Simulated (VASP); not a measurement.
# Nb32H (a cell with a defect) in VASP: single point with PBE

Aim: the single point of Nb32H (a cell with a defect) with PBE.

Everything below comes from runs of VASP 6.6.1. Logs are shortened: lines on timing, memory, paths and dates and some standing lists are left out, and cuts for length are marked.

## Step 1: The cell of the first run

The cell holds a defect, 33 atoms: a = 9.358 Å, b = 9.358 Å, c = 9.358 Å, α = 60.00°, β = 60.00°, γ = 60.00°.

## Step 2: Single point, PBE

File INCAR:

```
PREC     = Accurate       # precision mode
ENCUT    = 520            # plane-wave cutoff, eV
EDIFF    = 1E-7           # SCF threshold, eV
ISMEAR   = 1              # smearing method
SIGMA    = 0.1            # smearing width, eV
LREAL    = Auto         
LASPH    = T              # aspherical terms in the spheres
NELM     = 100            # most SCF steps
ALGO     = Normal         # electronic algorithm
ISIF     = 2              # what is computed and relaxed
LWAVE    = F              # write WAVECAR
LCHARG   = F              # write CHGCAR
GGA      = PE             # functional
NBANDS   = 230            # bands
```

File KPOINTS:

```
regular mesh
0
Gamma
  1 1 1
```

File POSCAR:

```
Nb32H
1.0
    0.0000000000      6.6171497900      6.6171497900
    6.6171497900      0.0000000000      6.6171497900
    6.6171497900      6.6171497900      0.0000000000
Nb H
32 1
Direct
    0.0005412451     -0.0015746205     -0.0006817890
    0.1235562177      0.1276023706      0.1260606192
    0.2525454392      0.2473849092      0.2491021138
    0.3806299661      0.3718689433      0.3676731791
    0.0008286800      0.0019042186      0.4971990365
    0.1255129514      0.1272463261      0.6253119744
    0.2518912300      0.2417713141      0.7552197182
    0.3746821636      0.3746215635      0.8781796067
    0.0002030330      0.4991979334      0.0011464906
    0.1247415468      0.6243802288      0.1298274223
    0.2529725869      0.7520084414      0.2428514619
    0.3747727615      0.8769655644      0.3762619223
   -0.0003670765      0.4966528043      0.4999629909
    0.1148658447      0.6376563375      0.6334309534
    0.2520837601      0.7490320088      0.7499550649
    0.3746548104      0.8755683616      0.8759151876
    0.5024817490     -0.0015694068     -0.0006681124
    0.6267232315      0.1233423038      0.1239771693
    0.7517472262      0.2473898962      0.2491019627
    0.8736428347      0.3761150312      0.3773723702
    0.5029125992     -0.0015254302      0.4965051577
    0.6227274780      0.1272328762      0.6253026048
    0.7512110437      0.2471928326      0.7511555817
    0.8733023558      0.3746240570      0.8781907142
    0.5019166266      0.4984671051     -0.0014992104
    0.6218642664      0.6243804555      0.1297894150
    0.7514919804      0.7499910320      0.2478134925
    0.8727764496      0.8769775030      0.3762545173
    0.5045151018      0.4966638363      0.4999696403
    0.6241608746      0.6249406665      0.6275050636
    0.7497000457      0.7490385827      0.7499527225
    0.8719193585      0.8786044119      0.8782992957
    0.2479293279      0.4503519785      0.5545695075
```

Potentials or basis: VASP PAW PBE potentials, release 64 (Nb_sv, H).

Run with:

```bash
$ cat potpaw_PBE.64/Nb_sv/POTCAR potpaw_PBE.64/H/POTCAR > POTCAR
$ mpirun -np 1 vasp_gam > vasp.out
```

OUTCAR:

```text
PREC = Accurate
   ENCUT = 520
   EDIFF = 1E-7
   ISMEAR = 1
   LREAL = Auto
   LASPH = T
   NELM = 100
   ISIF = 2
   GGA = PE

 ion  position               nearest neighbor table
   1  0.001  0.998  0.999-  32 2.82  18 2.86   6 2.86  10 2.86  16 2.86  24 2.87  28 2.88   2 2.90

   2  0.124  0.128  0.126-   7 2.83   5 2.84   9 2.84  19 2.84   3 2.84  11 2.87  17 2.90   1 2.90

   3  0.253  0.247  0.249-  12 2.83   8 2.83   4 2.84   2 2.84  18 2.86   6 2.87  10 2.88  20 2.90

   4  0.381  0.372  0.368-  33 1.83  25 2.82  19 2.84   3 2.84  21 2.85  11 2.90  29 2.91  13 2.91
                             7 2.96
   5  0.001  0.002  0.497-  14 2.79   2 2.84  28 2.86  12 2.86  20 2.86  22 2.89   6 2.89  32 2.91

   6  0.126  0.127  0.625-  13 2.82   7 2.83   1 2.86  23 2.86   3 2.87  21 2.88   5 2.89  15 2.89

   7  0.252  0.242  0.755-  33 1.92  16 2.80   6 2.83  22 2.83   2 2.83  24 2.89   8 2.89   4 2.96
                            14 3.03
   8  0.375  0.375  0.878-   3 2.83  25 2.84  15 2.86   9 2.86  17 2.87  23 2.88  29 2.89   7 2.89

   9  0.000  0.499  0.001-  14 2.81   2 2.84  24 2.86   8 2.86  20 2.87  26 2.89  10 2.89  32 2.90

  10  0.125  0.624  0.130-  11 2.82  13 2.83  27 2.85   1 2.86   3 2.88  25 2.88   9 2.89  15 2.90
[... 33 lines left out ...]
  27  0.751  0.750  0.248-  32 2.82  10 2.85  26 2.85  18 2.85  20 2.86  28 2.88  12 2.88  30 2.90

  28  0.873  0.877  0.376-  21 2.83  19 2.83  31 2.86   5 2.86  27 2.88   1 2.88  11 2.91  13 2.91

  29  0.505  0.497  0.500-  20 2.82  22 2.82  26 2.83  30 2.87   8 2.89  12 2.91   4 2.91  14 2.98

  30  0.624  0.625  0.628-  25 2.83  15 2.84  31 2.84  21 2.85  29 2.87  13 2.87  23 2.89  27 2.90

  31  0.750  0.749  0.750-  14 2.79  30 2.84  28 2.86  24 2.86  16 2.87  22 2.89  26 2.90  32 2.90

  32  0.872  0.879  0.878-  23 2.82  17 2.82   1 2.82  27 2.82   9 2.90  31 2.90  15 2.91   5 2.91

  33  0.248  0.450  0.555-   4 1.83  14 1.83   7 1.92

  LATTYP: Found a face centered cubic cell.
 ALAT       =    13.2342995800

  Lattice vectors:

 A1 = (   0.0000000000,   6.6171497900,   6.6171497900)
 A2 = (   6.6171497900,   0.0000000000,   6.6171497900)
 A3 = (   6.6171497900,   6.6171497900,   0.0000000000)

Analysis of symmetry for initial positions (statically):
=====================================================================
 Subroutine PRICEL returns:
 Original cell was already a primitive cell.

 Routine SETGRP: Setting up the symmetry group for a
 face centered cubic supercell.

 Subroutine GETGRP returns: Found  1 space group operations
 (whereof  1 operations were pure point group operations)
 out of a pool of 48 trial point group operations.

The static configuration has the point symmetry C_1 .

Analysis of symmetry for dynamics (positions and initial velocities):
=====================================================================
 Subroutine PRICEL returns:
 Original cell was already a primitive cell.

 Routine SETGRP: Setting up the symmetry group for a
 face centered cubic supercell.

 Subroutine GETGRP returns: Found  1 space group operations
 (whereof  1 operations were pure point group operations)
 out of a pool of 48 trial point group operations.

The dynamic configuration has the point symmetry C_1 .

 Subroutine INISYM returns: Found  1 space group operations
 (whereof  1 operations are pure point group operations),
 and found     1 'primitive' translations

----------------------------------------------------------------------------------------

                                     Primitive cell

  volume of cell :     579.4859

  direct lattice vectors                    reciprocal lattice vectors
     0.000000000  6.617149790  6.617149790    -0.075561233  0.075561233  0.075561233
     6.617149790  0.000000000  6.617149790     0.075561233 -0.075561233  0.075561233
     6.617149790  6.617149790  0.000000000     0.075561233  0.075561233 -0.075561233

  length of vectors
     9.358062977  9.358062977  9.358062977     0.130875895  0.130875895  0.130875895

  position of ions in fractional coordinates (direct lattice)
     0.000541245  0.998425379  0.999318211
     0.123556218  0.127602371  0.126060619
     0.252545439  0.247384909  0.249102114
     0.380629966  0.371868943  0.367673179
     0.000828680  0.001904219  0.497199036
     0.125512951  0.127246326  0.625311974
[... 25 lines left out ...]
     0.871919359  0.878604412  0.878299296
     0.247929328  0.450351979  0.554569507

  ion indices of the primitive-cell ions
   primitive index   ion index
                 1           1
                 2           2
                 3           3
                 4           4
                 5           5
                 6           6
[... 25 lines left out ...]
                32          32
                33          33

----------------------------------------------------------------------------------------

 KPOINTS: regular mesh

Automatic generation of k-mesh.
 Grid dimensions read from file:
 generate k-points for:    1    1    1

 Generating k-lattice:

  Cartesian coordinates                     Fractional coordinates (reciprocal lattice)
    -0.075561233  0.075561233  0.075561233     1.000000000  0.000000000  0.000000000
     0.075561233 -0.075561233  0.075561233     0.000000000  1.000000000  0.000000000
     0.075561233  0.075561233 -0.075561233     0.000000000  0.000000000  1.000000000

  Length of vectors
     0.130875895  0.130875895  0.130875895

  Shift w.r.t. Gamma in fractional coordinates (k-lattice)
     0.000000000  0.000000000  0.000000000

 Subroutine IBZKPT returns following result:
 ===========================================

 Found      1 irreducible k-points:

 Following reciprocal coordinates:
            Coordinates               Weight
  0.000000  0.000000  0.000000      1.000000
   k-points           NKPTS =      1   k-points in BZ     NKDIM =      1   number of bands    NBANDS=    230
   number of dos      NEDOS =    301   number of ions     NIONS =     33
   total plane-waves  NPLWV = 343000
   dimension x,y,z NGX =    70 NGY =   70 NGZ =   70
   dimension x,y,z NGXF=   140 NGYF=  140 NGZF=  140
   ions per type =              32   1
   NGX,Y,Z   is equivalent  to a cutoff of  12.44, 12.44, 12.44 a.u.
   NGXF,Y,Z  is equivalent  to a cutoff of  24.87, 24.87, 24.87 a.u.
 SYSTEM =  unknown system
   PREC   = accura    normal or accurate (medium, high low for compatibility)
   ISTART =      0    job   : 0-new  1-cont  2-samecut
   ICHARG =      2    charge: 1-file 2-atom 10-const
   ISPIN  =      1    spin polarized calculation?
   LNONCOLLINEAR =      F non collinear calculations
   LSORBIT =      F    spin-orbit coupling
   LASPH  =      T    aspherical Exc in radial PAW
   ENCUT  =  520.0 eV  38.22 Ry    6.18 a.u.  17.40 17.40 17.40*2*pi/ulx,y,z
   NELM   =    100;   NELMIN=  2; NELMDL= -5     # of ELM steps
   EDIFF  = 0.1E-06   stopping-criterion for ELM
   LREAL  =      T    real-space projection
   EDIFFG = 0.1E-05   stopping-criterion for IOM
   NSW    =      0    number of steps for IOM
   IBRION =     -1    ionic relax: 0-MD 1-quasi-New 2-CG
   NFREE  =      0    steps in history (QN), initial steepest desc. (CG)
   ISIF   =      2    stress and relaxation
   ISYM   =      2    0-nonsym 1-usesym 2-fastsym
   POTIM  = 0.5000    time-step for ionic-motion
   TEBEG  =    0.0;   TEEND  =   0.0 temperature during run
   PSTRESS=    0.0 pullay stress
   NELECT =     417.0000    total number of electrons
   NUPDOWN=      -1.0000    fix difference up-down
   EMIN   =  10.00;   EMAX   =-10.00  energy-range for DOS
   EFERMI =   0.00;   METHOD = LEGACY
   ISMEAR =     1;   SIGMA  =   0.10  broadening in eV -4-tet -1-fermi 0-gaus
   EFERMI_NEDOS =   21; number of points for ismear=-14 and -15
   IALGO  =     38    algorithm
   IMIX   =      4    mixing-type and parameters
     AMIX     =   0.40;   BMIX     =  1.00
     AMIX_MAG =   1.60;   BMIX_MAG =  1.00
  volume/ion in A,a.u.               =      17.56       118.50
  Fermi-wavevector in a.u.,A,eV,Ry     =   1.467031  2.772286 29.282176  2.152179
  Thomas-Fermi vector in A             =   2.582697
   LORBIT       =      0    0 simple, 1 ext, 2 COOP (PROOUT), +10 PAW based schemes
   GGA     = PE    functional components
   LHFCALC =     F    Hartree Fock is set to
   AEXX    =    0.0000 exact exchange contribution
   IVDW    =     0    specifies the selected vdW correction
   LEPSILON=     F    determine dielectric tensor
   LRPA    =     F    only Hartree local field effects (RPA)
 non-spin polarized calculation
 Methfessel and Paxton  Order N= 1 SIGMA  =   0.10
  energy-cutoff  :      520.00
  volume of cell :      579.49
 maximum number of plane-waves:      7797
 NGX is ok and might be reduce to    70
   NGX = 35   NGY = 35   NGZ = 35

 number of electron     416.9999999 magnetization

 Free energy of the ion-electron system (eV)
  ---------------------------------------------------
  ext. energy  EPLUGINS =         0.00000000
  ---------------------------------------------------
  free energy    TOTEN  =      -346.04611590 eV

  energy without entropy =     -346.16344588  energy(sigma->0) =     -346.08522589

 E-fermi :  10.1948     XC(G=0): -12.4958

 val. band max:       10.0952278597   @ k =   0.0000   0.0000   0.0000
 cond. band min:      10.2379042200   @ k =   0.0000   0.0000   0.0000
 fundamental gap:      0.1426763603
 Fermi energy:        10.1948158395

 k-point     1 :       0.0000    0.0000    0.0000
  band No.  band energies     occupation
      1     -43.3394      2.00000
      2     -43.2394      2.00000
      3     -43.2073      2.00000
      4     -43.2039      2.00000
      5     -43.1978      2.00000
      6     -43.1864      2.00000
[... 212 lines left out ...]
    219      12.0401     -0.00000
    220      12.0527     -0.00000
 [bands above 220 left out]

------------------------ aborting loop because EDIFF is reached ----------------------------------------

  FORCE on cell =-STRESS in cart. coord.  units (eV):
  Direction    XX          YY          ZZ          XY          YZ          ZX
  --------------------------------------------------------------------------------------
  -------------------------------------------------------------------------------------
  Total      -18.5189346    -17.6783320    -17.6746825     -0.0608601     -1.0755306      0.0586231
  in kB      -51.2016183    -48.8774991    -48.8674088     -0.1682676     -2.9736542      0.1620825
  external PRESSURE =     -49.6488420 kB  Pullay stress =       0.0000000 kB

 VOLUME and BASIS-vectors are now :
 -----------------------------------------------------------------------------
  energy-cutoff  :      520.00
  volume of cell :      579.49
      direct lattice vectors                 reciprocal lattice vectors
     0.000000000  6.617149790  6.617149790    -0.075561233  0.075561233  0.075561233
     6.617149790  0.000000000  6.617149790     0.075561233 -0.075561233  0.075561233
     6.617149790  6.617149790  0.000000000     0.075561233  0.075561233 -0.075561233

 POSITION                                       TOTAL-FORCE (eV/Angst)
 -----------------------------------------------------------------------------------
     13.21937      6.61622      6.61031        -0.014393      0.002425     -0.002725
      1.67853      1.65175      1.66195         0.018656     -0.008381      0.009484
      3.28533      3.31948      3.30811        -0.013807      0.009896     -0.000525
      4.89366      4.95163      4.97940        -0.000606     -0.003917      0.003296
      3.30264      3.29552      0.01808        -0.015811      0.000825     -0.000282
      4.97979      4.96832      1.67255         0.013487      0.000081      0.000487
[... 25 lines left out ...]
     11.62569     11.58146     11.58348         0.025594      0.002739     -0.001799
      6.64972      5.31026      4.62063         0.000225     -0.007680      0.007766
 -----------------------------------------------------------------------------------
    total drift:                               -0.004631     -0.001215     -0.000571

  FREE ENERGIE OF THE ION-ELECTRON SYSTEM (eV)
  ---------------------------------------------------
  free  energy   TOTEN  =      -346.0461158982 eV

  energy  without entropy=     -346.1634458834  energy(sigma->0) =     -346.08522589
```

Wall time 20 min (1 thread of Intel Xeon 8259CL, shared host); peak memory 0.71 GiB.

What came out:

* Free energy: -346.0461 eV
* Pressure: -5.0 GPa
* Largest force: 0.028 eV/Å
* Band gap on the k mesh: zero (an odd number of electrons rules out a gap without spin polarisation)

Forces on the atoms (eV/Å):
```
Nb  -0.014  0.002 -0.003
Nb   0.019 -0.008  0.009
Nb  -0.014  0.010 -0.001
Nb  -0.001 -0.004  0.003
Nb  -0.016  0.001  0.000
Nb   0.013  0.000  0.000
Nb  -0.016  0.017 -0.016
Nb   0.015 -0.006 -0.003
Nb  -0.012  0.005 -0.005
Nb   0.012  0.000  0.002
Nb   0.001 -0.001  0.001
Nb   0.010 -0.002  0.001
Nb  -0.008 -0.008 -0.004
Nb   0.012  0.005 -0.007
Nb  -0.013  0.001  0.008
Nb   0.005 -0.006  0.004
Nb  -0.016  0.003 -0.003
Nb   0.012 -0.002  0.001
Nb  -0.014  0.001 -0.009
Nb   0.007  0.004 -0.005
Nb  -0.006 -0.001  0.001
Nb   0.014 -0.001  0.000
Nb  -0.015 -0.005  0.006
Nb   0.014  0.002  0.006
Nb  -0.016  0.004 -0.005
Nb   0.012 -0.002  0.000
Nb  -0.019 -0.004  0.004
Nb   0.009  0.000  0.001
Nb  -0.009  0.004  0.009
Nb   0.019  0.002 -0.001
Nb  -0.013 -0.007  0.000
Nb   0.026  0.003 -0.002
H    0.000 -0.008  0.008
```

Stress tensor (GPa, compression positive):
```
-5.12 -0.02  0.02
-0.02 -4.89 -0.30
 0.02 -0.30 -4.89
```

Levels at points of the mesh, in eV from the Fermi level:
```
           k point  band 204  band 205  band 206  band 207  band 208  band 209  band 210  band 211  band 212  band 213
(0.00, 0.00, 0.00)     -0.13     -0.12     -0.12     -0.10     -0.10      0.04      1.23      1.26      1.27      1.74
```

Caveat: the k points lie up to 0.82 Å⁻¹ apart, too coarse for converged energies and pressures of a metal.

The gap in the log of VASP goes by the Fermi energy; the results here count the filled bands.